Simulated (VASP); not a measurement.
**La: single point with PBE**

La:

```
CELL_PARAMETERS angstrom
3.75000 0.00000 0.00000
-1.87500 3.24760 0.00000
0.00000 0.00000 6.07000
ATOMIC_POSITIONS crystal
La 0.34548 0.67556 0.25476
La 0.66667 0.33333 0.75000
```

This cell differs from its parent crystal: atom 1 (La) moved by [0.028868, 0.028868, 0.028868] A.

- Program: VASP 6.6.1
- Task: single point
- Functional: PBE
- Potentials or basis: VASP PAW PBE potentials, release 64 (La)
- Cutoff: 520 eV
- k mesh: 11 × 11 × 6
- Occupations: fermi-dirac, width 0.05 eV
- Spin: no spin polarisation

```yaml
Pressure: 0.5 GPa
Largest_force: 0.040 eV/Å
Band_gap_on_the_k_mesh: zero (band 11 reaches 9.00 eV, above the bottom of band 12 at 7.56 eV)
```

Forces on the atoms (eV/Å):
```
La  -0.012 -0.011 -0.036
La   0.012  0.011  0.036
```

Stress tensor (GPa, compression positive):
```
 0.56 -0.03  0.01
-0.03  0.62  0.01
 0.01  0.01  0.40
```

Levels at points of the mesh, in eV from the Fermi level:
```
           k point  band 9  band 10  band 11  band 12  band 13  band 14
(0.00, 0.00, 0.00)   -3.16    -1.75     1.10     1.32     1.34     1.55
(0.00, 0.00, 0.50)   -1.86    -1.85     0.54     0.67     1.37     1.38
```

It took 10 min on 1 thread of Intel(R) Xeon(R) Platinum 8259CL CPU @ 2.50GHz (Skylake/Cascade Lake), with other jobs on the host, peak memory 0.57 GiB.

Caveat: the cell differs from its parent crystal (atom 1 (La) moved by [0.028868, 0.028868, 0.028868] A); spin-orbit coupling is left out, which moves the levels of the heavy elements.
